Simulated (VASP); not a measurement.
# MoS2 (P-3m1) in VASP: a series of runs, part 2 of 2

VASP 6.6.1.

## Step 4: Single point, LDA

This run uses another cell than the first one, of 19.93 Å³/atom, 1.050 times its volume.

INCAR reads:

```
SYSTEM = MoS2
ALGO = Normal
EDIFF = 1E-6
ENCUT = 520
ISIF = 2
ISMEAR = -1
LASPH = .True.
LCHARG = .False.
LREAL = .False.
LWAVE = .False.
NBANDS = 20
NELM = 60
PREC = Accurate
SIGMA = 0.1
```

KPOINTS reads:

```
k-points
0
Gamma
  10 10 5
  0 0 0
```

POSCAR reads:

```
MoS2
1.0
    3.2803785858      0.0000000000      0.0000000000
   -1.6401892929      2.8408989650      0.0000000000
    0.0000000000      0.0000000000      6.4159715105
Mo S
1 2
Direct
    0.0000000000      0.0000000000      0.5000000000
    0.3333333333      0.6666666667      0.2553200000
    0.6666666667      0.3333333333      0.7446800000
```

Potentials or basis: VASP PAW LDA potentials, release 64 (Mo_sv, S).

Run with:

```console
cat potpaw_LDA.64/Mo_sv/POTCAR potpaw_LDA.64/S/POTCAR > POTCAR
mpirun -np 1 vasp_std > vasp.out
```

OUTCAR:

```text
SYSTEM = MoS2
   EDIFF = 1E-6
   ENCUT = 520
   ISIF = 2
   ISMEAR = -1
   LASPH = .True.
   LREAL = .False.
   NELM = 60
   PREC = Accurate

 ion  position               nearest neighbor table
   1  0.000  0.000  0.500-   2 2.46   3 2.46   3 2.46   2 2.46   3 2.46   2 2.46
   2  0.333  0.667  0.255-   1 2.46   1 2.46   1 2.46
   3  0.667  0.333  0.745-   1 2.46   1 2.46   1 2.46

  LATTYP: Found a hexagonal cell.
 ALAT       =     3.2803785858
 C/A-ratio  =     1.9558631245

  Lattice vectors:

 A1 = (   3.2803785858,   0.0000000000,   0.0000000000)
 A2 = (  -1.6401892929,   2.8408989650,   0.0000000000)
 A3 = (   0.0000000000,   0.0000000000,   6.4159715105)

Analysis of symmetry for initial positions (statically):
=====================================================================
 Subroutine PRICEL returns:
 Original cell was already a primitive cell.

 Routine SETGRP: Setting up the symmetry group for a
 hexagonal supercell.

 Subroutine GETGRP returns: Found 12 space group operations
 (whereof 12 operations were pure point group operations)
 out of a pool of 24 trial point group operations.
[... 157 lines left out ...]
  ---------------------------------------------------
  ext. energy  EPLUGINS =         0.00000000
  ---------------------------------------------------
  free energy    TOTEN  =       -23.41576050 eV

  energy without entropy =      -23.37059432  energy(sigma->0) =      -23.39317741

 E-fermi :   6.1365     XC(G=0): -10.5419

 val. band max:        6.0848221195   @ k =   0.1000   0.0000   0.0000
 cond. band min:       6.1646018864   @ k =   0.2000   0.2000   0.4000
 fundamental gap:      0.0797797669
 Fermi energy:         6.1364742942

 k-point     1 :       0.0000    0.0000    0.0000
  band No.  band energies     occupation
      1     -55.2973      2.00000
      2     -29.4893      2.00000
      3     -29.4893      2.00000
      4     -29.4858      2.00000
      5      -8.2870      2.00000
      6      -6.9593      2.00000
[... 541 lines left out ...]
     19      12.3218      0.00000
     20      13.7087      0.00000

 [... further k-points ...]
[... 5 lines left out ...]
  --------------------------------------------------------------------------------------
  -------------------------------------------------------------------------------------
  Total       -4.4331555     -4.4331798     -3.5283778      0.0000000     -0.0000000      0.0000000
  in kB     -118.7904056   -118.7910559    -94.5460696      0.0000000     -0.0000000      0.0000000
  external PRESSURE =    -110.7091770 kB  Pullay stress =       0.0000000 kB

 VOLUME and BASIS-vectors are now :
 -----------------------------------------------------------------------------
  energy-cutoff  :      520.00
  volume of cell :       59.79
      direct lattice vectors                 reciprocal lattice vectors
     3.280378586  0.000000000  0.000000000     0.304842863  0.176000627  0.000000000
    -1.640189293  2.840898965  0.000000000     0.000000000  0.352001255  0.000000000
     0.000000000  0.000000000  6.415971511     0.000000000  0.000000000  0.155861041

 POSITION                                       TOTAL-FORCE (eV/Angst)
 -----------------------------------------------------------------------------------
      0.00000      0.00000      3.20799        -0.000000      0.000000     -0.000000
     -0.00000      1.89393      1.63813        -0.000000     -0.000000      0.844354
      1.64019      0.94697      4.77785         0.000000      0.000000     -0.844354
 -----------------------------------------------------------------------------------
    total drift:                                0.000000      0.000000      0.000000

  FREE ENERGIE OF THE ION-ELECTRON SYSTEM (eV)
  ---------------------------------------------------
  free  energy   TOTEN  =       -23.4157604970 eV

  energy  without entropy=      -23.3705943217  energy(sigma->0) =      -23.39317741
```

stdout:

```text
POSCAR found type information on POSCAR MoS
 POSCAR found :  2 types and       3 ions
 scaLAPACK will be used
 LDA part: xc-table for (Slater(with rela. corr.)+CA(PZ))
 , standard interpolation
 POSCAR, INCAR and KPOINTS ok, starting setup
 FFT: planning ... GRIDC
 FFT: planning ... GRID_SOFT
 FFT: planning ... GRID
 WAVECAR not read
 entering main loop
```

Run time: 19 s. Hardware: 1 thread of Intel Xeon 6975P-C (Granite Rapids), shared host; peak memory 0.18 GiB.

What came out:

```
Free energy            : -23.4158 eV
Pressure               : -11.1 GPa
Largest force          : 0.844 eV/Å
Band gap on the k mesh : zero (band 13 reaches 6.52 eV, above the bottom of band 14 at 5.78 eV)
```

Forces on the atoms (eV/Å):
```
Mo   0.000  0.000  0.000
S    0.000  0.000  0.844
S    0.000  0.000 -0.844
```

Levels at points of the mesh, in eV from the Fermi level:
| k point | band 9 | band 10 | band 11 | band 12 | band 13 | band 14 | band 15 | band 16 | band 17 | band 18 |
| --- | --- | --- | --- | --- | --- | --- | --- | --- | --- | --- |
| (0.00, 0.00, 0.00) | -3.80 | -1.73 | -0.98 | -0.87 | -0.87 | -0.30 | -0.30 | 3.02 | 3.02 | 5.60 |
| (0.50, 0.00, 0.00) | -4.49 | -3.86 | -3.04 | -1.68 | -1.62 | 0.85 | 1.58 | 3.43 | 3.59 | 5.55 |

## Step 5: Single point, LDA

This run uses another cell than the first one, of 20.41 Å³/atom, 1.075 times its volume.

INCAR reads:

```
SYSTEM = MoS2
ALGO = Normal ; EDIFF = 1E-6
ENCUT = 520 ; ISIF = 2
ISMEAR = -1 ; LASPH = .TRUE.
LCHARG = .FALSE. ; LREAL = .FALSE.
LWAVE = .FALSE. ; NBANDS = 20
NELM = 60 ; PREC = Accurate
SIGMA = 0.1
```

KPOINTS reads:

```
k-points
0
G
  10 10 5
  0 0 0
```

POSCAR reads:

```
MoS2
1.0
    3.3062094019      0.0000000000      0.0000000000
   -1.6531047010      2.8632691693      0.0000000000
    0.0000000000      0.0000000000      6.4664930513
Mo S
1 2
Direct
    0.0000000000      0.0000000000      0.5000000000
    0.3333333333      0.6666666667      0.2553200000
    0.6666666667      0.3333333333      0.7446800000
```

Run with:

```console
cat potpaw_LDA.64/Mo_sv/POTCAR potpaw_LDA.64/S/POTCAR > POTCAR
mpirun -np 1 vasp_std > vasp.out
```

Run time: 26 s. Hardware: 1 thread of Intel Xeon 6975P-C (Granite Rapids), shared host; peak memory 0.19 GiB.

It converged, with:

```yaml
Free_energy: -23.3083 eV
Pressure: -13.2 GPa
Largest_force: 1.150 eV/Å
Band_gap_on_the_k_mesh: zero (band 13 reaches 6.23 eV, above the bottom of band 14 at 5.48 eV)
```

Forces on the atoms (eV/Å):
```
Mo   0.000  0.000  0.000
S    0.000  0.000  1.150
S    0.000  0.000 -1.150
```

Stress tensor (GPa, compression positive):
```
-13.89   0.00   0.00
  0.00 -13.89   0.00
  0.00   0.00 -11.87
```

Levels at points of the mesh, in eV from the Fermi level:
```tsv
k point	band 9	band 10	band 11	band 12	band 13	band 14	band 15	band 16	band 17	band 18
(0.00, 0.00, 0.00)	-3.70	-1.70	-0.92	-0.83	-0.83	-0.31	-0.31	2.94	2.94	5.42
(0.50, 0.00, 0.00)	-4.38	-3.76	-2.97	-1.65	-1.57	0.82	1.53	3.32	3.52	5.54
```

Caveat: forces of over 1 eV/Å act on the atoms, so gaps and moduli don't describe the material at rest.

## Step 6: The runs side by side

| cell | gap on the mesh (eV) | pressure (GPa) | largest force (eV/Å) |
| --- | --- | --- | --- |
| a = 3.227, b = 3.227, c = 6.312 Å, angles 90.0, 90.0, 120.0°, 3 atoms | none | -5.7 | 0.14 |
| a = 3.254, b = 3.254, c = 6.365 Å, angles 90.0, 90.0, 120.0°, 3 atoms | none | -8.6 | 0.51 |
| a = 3.280, b = 3.280, c = 6.416 Å, angles 90.0, 90.0, 120.0°, 3 atoms | none | -11.1 | 0.84 |
| a = 3.306, b = 3.306, c = 6.466 Å, angles 90.0, 90.0, 120.0°, 3 atoms | none | -13.2 | 1.15 |

Alike in all rows: task single point; level LDA; potentials or basis VASP PAW LDA potentials, release 64 (Mo_sv, S); no spin polarisation; k mesh 10 × 10 × 5; cutoff (eV) 520; smearing fermi-dirac 0.1 eV.

Caveats: forces of over 1 eV/Å act on the atoms, so gaps and moduli don't describe the material at rest (some runs).

Total energies depend on the potentials used, so only differences within one code and one set of settings carry meaning.
